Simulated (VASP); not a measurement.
Write the native input for VASP 6.6.1 that does the following.

- Task: single point
- Functional: PBEsol
- Potentials or basis: VASP PAW PBE potentials, release 64 (Pd)
- Cutoff: 520 eV
- k mesh: 24 × 24 × 24
- Occupations: fermi-dirac, width 0.1 eV
- Spin: no spin polarisation
- Dipole correction: no
- Further INCAR settings: ALGO = Normal; EDIFF = 1e-07; NBANDS = 11

The structure of Pd lies in POSCAR:

```
Pd
1.0
    0.0000000000      1.8988395577      1.8988395577
    1.8988395577      0.0000000000      1.8988395577
    1.8988395577      1.8988395577      0.0000000000
Pd
1
Direct
    0.0000000000      0.0000000000      0.0000000000
```

These files were run (other wordings do the same):

INCAR

```
PREC     = Accurate       # precision mode
ENCUT    = 520            # plane-wave cutoff, eV
EDIFF    = 1E-7           # SCF threshold, eV
ISMEAR   = -1             # smearing method
SIGMA    = 0.1            # smearing width, eV
LREAL    = F              # projectors in reciprocal space
LASPH    = T              # aspherical terms in the spheres
NELM     = 100            # most SCF steps
ALGO     = Normal         # electronic algorithm
ISIF     = 2              # what is computed and relaxed
LWAVE    = F              # write WAVECAR
LCHARG   = T              # write CHGCAR
GGA      = PS             # functional
LELF     = T              # ELF
LVHAR    = T            
NBANDS   = 11             # bands
```

KPOINTS

```
Automatic mesh
0
Gamma
  24 24 24
```

Potentials or basis: VASP PAW PBE potentials, release 64 (Pd).

Run with:

```bash
$ cat potpaw_PBE.64/Pd/POTCAR > POTCAR
$ mpirun -np 1 vasp_std > vasp.out
```

It gave:

```
Pressure               : 14.6 GPa
Band gap on the k mesh : zero (band 5 reaches 11.29 eV, above the bottom of band 6 at 9.48 eV)
```

Caveat: the PAW data sets were made with another functional, which shifts forces and pressure a little.

Run time: 58 s on 1 thread of Intel(R) Xeon(R) Platinum 8259CL CPU @ 2.50GHz (Skylake/Cascade Lake), on a shared host, peak memory 0.17 GiB.
